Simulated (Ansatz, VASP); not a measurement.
# KCaF3 in VASP and in Ansatz

```
K Ca F
1.0
     3.99296    0.00000    0.00000
     0.00000    3.99296    0.00000
     0.00000    0.00000    5.64605
K Ca F
1 1 3
Cartesian
  1.9965 1.9965 2.8230
  0.0000 0.0000 0.0000
  0.0000 1.9965 0.0000
  0.0000 0.0000 2.8230
  1.9965 0.0000 0.0000
```

Alike in both runs: task single point; functional LDA; k mesh 6 × 6 × 6; occupations gaussian, width 0.05 eV; no spin polarisation.

|  | VASP | Ansatz |
| --- | --- | --- |
| version | VASP 6.6.1 | Ansatz 0.2.0 |
| potentials or method | VASP PAW LDA potentials, release 64 (K_sv, Ca_sv, F), cutoff 520 eV | scalar-relativistic, plane waves, PAW |
| valence electrons in the cell | 40 | 40 |

Ansatz gave:

```
gap on the k mesh at the Fermi level (eV)                     : 5.32
least direct gap on the mesh (eV)                             : 5.32
pressure (GPa)                                                : 4.9
traceless stress, the component that is largest in VASP (GPa) : -13.21
```

**Question.** Estimate VASP's values.

**Answer.** gap on the k mesh at the Fermi level (eV): 5.29; least direct gap on the mesh (eV): 5.29; pressure (GPa): 5.5; traceless stress, the component that is largest in VASP (GPa): -13.92.

LDA's correlation is that of Perdew and Zunger in VASP and of Perdew and Wang (1992) in Ansatz.
